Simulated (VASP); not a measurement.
# WSe2 (P6_3/mmc) in VASP: a series of runs

Runs on WSe2. Level: LDA. Tasks: single point, relaxation of cell and atoms.

Program: VASP 6.6.1. These are calculated values, not measurements. Logs are shortened: lines on timing, memory, paths and dates and some standing lists are left out, and cuts for length are marked.

### Step 1. The cell of the first run

Symmetry: P6_3/mmc, No. 194, hexagonal system. Conventional cell: a = 3.250 Å, b = 3.250 Å, c = 12.826 Å, α = 90.00°, β = 90.00°, γ = 120.00°. W (site symmetry -6m2) has 6 Se at 2.51 Å and 6 W at 3.25 Å within 3.3 Å. Se (site symmetry 3m) has 3 W at 2.51 Å and 7 Se at 3.25 to 3.33 Å within 3.4 Å.

### Step 2. Single point, LDA

Input file INCAR:

```
ALGO = Normal
EDIFF = 1E-6
ENCUT = 520
ISIF = 2
ISMEAR = 0
LASPH = True
LCHARG = False
LREAL = False
LWAVE = False
NBANDS = 35
NELM = 60
PREC = Accurate
SIGMA = 0.01
```

Input file KPOINTS:

```
k-points
0
Gamma
  10 10 2
```

Input file POSCAR:

```
WSe2
1.0
    3.2499274452      0.0000000283      0.0000000000
   -1.6249637471      2.8145197139      0.0000000000
    0.0000000000      0.0000000000     12.8261226111
W Se
2 4
Direct
    0.6666666667      0.3333333333      0.7500000000
    0.3333333333      0.6666666667      0.2500000000
    0.3333333333      0.6666666667      0.8799483175
    0.6666666667      0.3333333333      0.3799483175
    0.3333333333      0.6666666667      0.6200516825
    0.6666666667      0.3333333333      0.1200516825
```

Potentials or basis: VASP PAW LDA potentials, release 64 (W_sv, Se).

Command:

```
cat potpaw_LDA.64/W_sv/POTCAR potpaw_LDA.64/Se/POTCAR > POTCAR
mpirun -np 1 vasp_std > vasp.out
```

OUTCAR:

```text
EDIFF = 1E-6
   ENCUT = 520
   ISIF = 2
   ISMEAR = 0
   LASPH = True
   LREAL = False
   NELM = 60
   PREC = Accurate

 ion  position               nearest neighbor table
   1  0.667  0.333  0.750-   3 2.51   5 2.51   3 2.51   5 2.51   3 2.51   5 2.51
   2  0.333  0.667  0.250-   4 2.51   6 2.51   4 2.51   6 2.51   4 2.51   6 2.51
   3  0.333  0.667  0.880-   1 2.51   1 2.51   1 2.51
   4  0.667  0.333  0.380-   2 2.51   2 2.51   2 2.51
   5  0.333  0.667  0.620-   1 2.51   1 2.51   1 2.51
   6  0.667  0.333  0.120-   2 2.51   2 2.51   2 2.51

  LATTYP: Found a hexagonal cell.
 ALAT       =     3.2499274452
 C/A-ratio  =     3.9465873708

  Lattice vectors:

 A1 = (   3.2499274452,   0.0000000283,   0.0000000000)
 A2 = (  -1.6249637471,   2.8145197139,   0.0000000000)
 A3 = (   0.0000000000,   0.0000000000,  12.8261226111)

Analysis of symmetry for initial positions (statically):
=====================================================================
 Subroutine PRICEL returns:
 Original cell was already a primitive cell.

 Routine SETGRP: Setting up the symmetry group for a
 hexagonal supercell.

 Subroutine GETGRP returns: Found 24 space group operations
 (whereof 12 operations were pure point group operations)
 out of a pool of 24 trial point group operations.

The static configuration has the point symmetry D_3d.
 The point group associated with its full space group is D_6h.

Analysis of symmetry for dynamics (positions and initial velocities):
=====================================================================
 Subroutine PRICEL returns:
 Original cell was already a primitive cell.

 Routine SETGRP: Setting up the symmetry group for a
 hexagonal supercell.

 Subroutine GETGRP returns: Found 24 space group operations
 (whereof 12 operations were pure point group operations)
 out of a pool of 24 trial point group operations.

The dynamic configuration has the point symmetry D_3d.
 The point group associated with its full space group is D_6h.

 Subroutine INISYM returns: Found 24 space group operations
 (whereof 12 operations are pure point group operations),
 and found     1 'primitive' translations

----------------------------------------------------------------------------------------

                                     Primitive cell

  volume of cell :     117.3203

  direct lattice vectors                    reciprocal lattice vectors
     3.249927445  0.000000028  0.000000000     0.307699175  0.177650205  0.000000000
    -1.624963747  2.814519714  0.000000000    -0.000000003  0.355300405  0.000000000
     0.000000000  0.000000000 12.826122611     0.000000000  0.000000000  0.077965885

  length of vectors
     3.249927445  3.249927445 12.826122611     0.355300405  0.355300405  0.077965885

  position of ions in fractional coordinates (direct lattice)
     0.666666667  0.333333333  0.750000000
     0.333333333  0.666666667  0.250000000
     0.333333333  0.666666667  0.879948318
     0.666666667  0.333333333  0.379948318
     0.333333333  0.666666667  0.620051682
     0.666666667  0.333333333  0.120051682

  ion indices of the primitive-cell ions
   primitive index   ion index
                 1           1
                 2           2
                 3           3
                 4           4
                 5           5
                 6           6

----------------------------------------------------------------------------------------

 KPOINTS: k-points

Automatic generation of k-mesh.
 Grid dimensions read from file:
 generate k-points for:   10   10    2

 Generating k-lattice:

  Cartesian coordinates                     Fractional coordinates (reciprocal lattice)
     0.030769918  0.017765021  0.000000000     0.100000000 -0.000000000  0.000000000
    -0.000000000  0.035530041  0.000000000    -0.000000000  0.100000000  0.000000000
     0.000000000  0.000000000  0.038982942     0.000000000  0.000000000  0.500000000

  Length of vectors
     0.035530041  0.035530041  0.038982942

  Shift w.r.t. Gamma in fractional coordinates (k-lattice)
     0.000000000  0.000000000  0.000000000

 Subroutine IBZKPT returns following result:
 ===========================================

 Found     28 irreducible k-points:

 Following reciprocal coordinates:
            Coordinates               Weight
  0.000000  0.000000  0.000000      1.000000
  0.100000  0.000000  0.000000      6.000000
  0.200000  0.000000  0.000000      6.000000
  0.300000  0.000000  0.000000      6.000000
  0.400000  0.000000  0.000000      6.000000
  0.500000  0.000000  0.000000      3.000000
[... 16 lines left out ...]
  0.300000  0.100000  0.500000     12.000000
  0.400000  0.100000  0.500000     12.000000
 [... further k-points ...]
   k-points           NKPTS =     28   k-points in BZ     NKDIM =     28   number of bands    NBANDS=     35
   number of dos      NEDOS =    301   number of ions     NIONS =      6
   total plane-waves  NPLWV =  55296
   dimension x,y,z NGX =    24 NGY =   24 NGZ =   96
   dimension x,y,z NGXF=    48 NGYF=   48 NGZF=  192
   ions per type =               2   4
   NGX,Y,Z   is equivalent  to a cutoff of  12.28, 12.28, 12.44 a.u.
   NGXF,Y,Z  is equivalent  to a cutoff of  24.55, 24.55, 24.89 a.u.
 SYSTEM =  unknown system
   PREC   = accura    normal or accurate (medium, high low for compatibility)
   ISTART =      0    job   : 0-new  1-cont  2-samecut
   ICHARG =      2    charge: 1-file 2-atom 10-const
   ISPIN  =      1    spin polarized calculation?
   LNONCOLLINEAR =      F non collinear calculations
   LSORBIT =      F    spin-orbit coupling
   LASPH  =      T    aspherical Exc in radial PAW
   ENCUT  =  520.0 eV  38.22 Ry    6.18 a.u.   6.04  6.04 23.85*2*pi/ulx,y,z
   NELM   =     60;   NELMIN=  2; NELMDL= -5     # of ELM steps
   EDIFF  = 0.1E-05   stopping-criterion for ELM
   LREAL  =      F    real-space projection
   EDIFFG = 0.1E-04   stopping-criterion for IOM
   NSW    =      0    number of steps for IOM
   IBRION =     -1    ionic relax: 0-MD 1-quasi-New 2-CG
   NFREE  =      0    steps in history (QN), initial steepest desc. (CG)
   ISIF   =      2    stress and relaxation
   ISYM   =      2    0-nonsym 1-usesym 2-fastsym
   POTIM  = 0.5000    time-step for ionic-motion
   TEBEG  =    0.0;   TEEND  =   0.0 temperature during run
   PSTRESS=    0.0 pullay stress
   NELECT =      52.0000    total number of electrons
   NUPDOWN=      -1.0000    fix difference up-down
   EMIN   =  10.00;   EMAX   =-10.00  energy-range for DOS
   EFERMI =   0.00;   METHOD = LEGACY
   ISMEAR =     0;   SIGMA  =   0.01  broadening in eV -4-tet -1-fermi 0-gaus
   EFERMI_NEDOS =   21; number of points for ismear=-14 and -15
   IALGO  =     38    algorithm
   IMIX   =      4    mixing-type and parameters
     AMIX     =   0.40;   BMIX     =  1.00
     AMIX_MAG =   1.60;   BMIX_MAG =  1.00
  volume/ion in A,a.u.               =      19.55       131.95
  Fermi-wavevector in a.u.,A,eV,Ry     =   1.248202  2.358760 21.197985  1.558008
  Thomas-Fermi vector in A             =   2.382299
   LORBIT       =      0    0 simple, 1 ext, 2 COOP (PROOUT), +10 PAW based schemes
   GGA     = CA    functional components
   LHFCALC =     F    Hartree Fock is set to
   AEXX    =    0.0000 exact exchange contribution
   IVDW    =     0    specifies the selected vdW correction
   LEPSILON=     F    determine dielectric tensor
   LRPA    =     F    only Hartree local field effects (RPA)
 non-spin polarized calculation
 Gauss-broadening in eV      SIGMA  =   0.01
  energy-cutoff  :      520.00
  volume of cell :      117.32
 maximum number of plane-waves:      3206
   NGX = 13   NGY = 13   NGZ = 47

 number of electron      51.9999989 magnetization

 Free energy of the ion-electron system (eV)
  ---------------------------------------------------
  ext. energy  EPLUGINS =         0.00000000
  ---------------------------------------------------
  free energy    TOTEN  =       -48.49122615 eV

  energy without entropy =      -48.49122615  energy(sigma->0) =      -48.49122615

 E-fermi :   6.7470     XC(G=0): -11.1915

 val. band max:        6.6620773174   @ k =   0.0000   0.0000   0.0000
 cond. band min:       7.5535565244   @ k =   0.2000   0.2000   0.0000
 fundamental gap:      0.8914792069
 Fermi energy:         6.7469966888

 k-point     1 :       0.0000    0.0000    0.0000
  band No.  band energies     occupation
      1     -67.1733      2.00000
      2     -67.1733      2.00000
      3     -31.7209      2.00000
      4     -31.7209      2.00000
      5     -31.5470      2.00000
      6     -31.5470      2.00000
[... 27 lines left out ...]
     34       9.7319      0.00000
     35      11.3134      0.00000

 k-point     2 :       0.1000    0.0000    0.0000
  band No.  band energies     occupation
      1     -67.1721      2.00000
      2     -67.1721      2.00000
      3     -31.7158      2.00000
      4     -31.7157      2.00000
      5     -31.5737      2.00000
      6     -31.5737      2.00000
[... 27 lines left out ...]
     34       9.7437      0.00000
     35      12.1646      0.00000

 k-point     3 :       0.2000    0.0000    0.0000
  band No.  band energies     occupation
      1     -67.1688      2.00000
      2     -67.1688      2.00000
      3     -31.7022      2.00000
      4     -31.7022      2.00000
      5     -31.6429      2.00000
      6     -31.6429      2.00000
[... 27 lines left out ...]
     34      10.3394      0.00000
     35      13.0807      0.00000

 k-point     4 :       0.3000    0.0000    0.0000
  band No.  band energies     occupation
      1     -67.1648      2.00000
      2     -67.1648      2.00000
      3     -31.7272      2.00000
      4     -31.7272      2.00000
      5     -31.6855      2.00000
      6     -31.6854      2.00000
[... 27 lines left out ...]
     34      10.8430      0.00000
     35      12.6316      0.00000

 k-point     5 :       0.4000    0.0000    0.0000
  band No.  band energies     occupation
      1     -67.1616      2.00000
      2     -67.1616      2.00000
      3     -31.7945      2.00000
      4     -31.7945      2.00000
      5     -31.6719      2.00000
      6     -31.6718      2.00000
[... 638 lines left out ...]
 k-point    22 :       0.2000    0.1000    0.5000
  band No.  band energies     occupation
      1     -67.1662      2.00000
      2     -67.1662      2.00000
      3     -31.6918      2.00000
      4     -31.6918      2.00000
      5     -31.6913      2.00000
      6     -31.6913      2.00000
[... 27 lines left out ...]
     34      10.6475      0.00000
     35      13.5054      0.00000

 k-point    23 :       0.3000    0.1000    0.5000
  band No.  band energies     occupation
      1     -67.1626      2.00000
      2     -67.1626      2.00000
      3     -31.7626      2.00000
      4     -31.7626      2.00000
      5     -31.6761      2.00000
      6     -31.6761      2.00000
[... 27 lines left out ...]
     34      10.7743      0.00000
     35      12.5489      0.00000

 k-point    24 :       0.4000    0.1000    0.5000
  band No.  band energies     occupation
      1     -67.1604      2.00000
      2     -67.1604      2.00000
      3     -31.8059      2.00000
      4     -31.8059      2.00000
      5     -31.6667      2.00000
      6     -31.6667      2.00000
[... 27 lines left out ...]
     34      10.4835      0.00000
     35      11.5821      0.00000

 [... further k-points ...]

------------------------ aborting loop because EDIFF is reached ----------------------------------------

  FORCE on cell =-STRESS in cart. coord.  units (eV):
  Direction    XX          YY          ZZ          XY          YZ          ZX
  --------------------------------------------------------------------------------------
  -------------------------------------------------------------------------------------
  Total        0.5197344      0.5197344      0.6668692      0.0000000      0.0000000     -0.0000000
  in kB        7.0977172      7.0977172      9.1070541      0.0000000      0.0000000     -0.0000000
  external PRESSURE =       7.7674961 kB  Pullay stress =       0.0000000 kB

 VOLUME and BASIS-vectors are now :
 -----------------------------------------------------------------------------
  energy-cutoff  :      520.00
  volume of cell :      117.32
      direct lattice vectors                 reciprocal lattice vectors
     3.249927445  0.000000028  0.000000000     0.307699175  0.177650205  0.000000000
    -1.624963747  2.814519714  0.000000000    -0.000000003  0.355300405  0.000000000
     0.000000000  0.000000000 12.826122611     0.000000000  0.000000000  0.077965885

 POSITION                                       TOTAL-FORCE (eV/Angst)
 -----------------------------------------------------------------------------------
      1.62496      0.93817      9.61959        -0.000000      0.000000      0.000000
     -0.00000      1.87635      3.20653        -0.000000     -0.000000      0.000000
     -0.00000      1.87635     11.28633        -0.000000     -0.000000      0.103222
      1.62496      0.93817      4.87326         0.000000      0.000000      0.103222
     -0.00000      1.87635      7.95286        -0.000000      0.000000     -0.103222
      1.62496      0.93817      1.53980         0.000000     -0.000000     -0.103222
 -----------------------------------------------------------------------------------
    total drift:                               -0.000000      0.000000     -0.000000

  FREE ENERGIE OF THE ION-ELECTRON SYSTEM (eV)
  ---------------------------------------------------
  free  energy   TOTEN  =       -48.4912261470 eV

  energy  without entropy=      -48.4912261470  energy(sigma->0) =      -48.49122615
```

Wall time 86 s (1 thread of Intel Xeon Platinum 8488C (Sapphire Rapids), shared host); peak memory 0.24 GiB.

Results:

```yaml
Free_energy: -48.4912 eV
Pressure: 0.8 GPa
Largest_force: 0.103 eV/Å
Band_gap_on_the_k_mesh: 0.89 eV (least direct gap 1.87 eV)
```

Forces in eV/Å, atoms in the order of the input:
```
W    0.000  0.000  0.000
W    0.000  0.000  0.000
Se   0.000  0.000  0.103
Se   0.000  0.000  0.103
Se   0.000  0.000 -0.103
Se   0.000  0.000 -0.103
```

Levels at points of the mesh, in eV from the valence-band top:
| k point | band 23 | band 24 | band 25 | band 26 | band 27 | band 28 | band 29 | band 30 |
| --- | --- | --- | --- | --- | --- | --- | --- | --- |
| (0.00, 0.00, 0.00) | -1.50 | -1.28 | -1.01 | 0.00 | 2.72 | 2.72 | 2.78 | 2.78 |
| (0.50, 0.00, 0.00) | -1.48 | -1.32 | -1.31 | -1.03 | 2.20 | 2.24 | 2.30 | 2.75 |
| (0.00, 0.00, 0.50) | -1.53 | -1.53 | -0.23 | -0.23 | 2.73 | 2.73 | 2.73 | 2.73 |
| (0.50, 0.00, 0.50) | -1.38 | -1.38 | -1.17 | -1.17 | 2.22 | 2.22 | 2.56 | 2.56 |

Caveat: spin-orbit coupling is left out, which moves the levels of the heavy elements. A k mesh can miss the band edges.

[end of part 1 of 2]
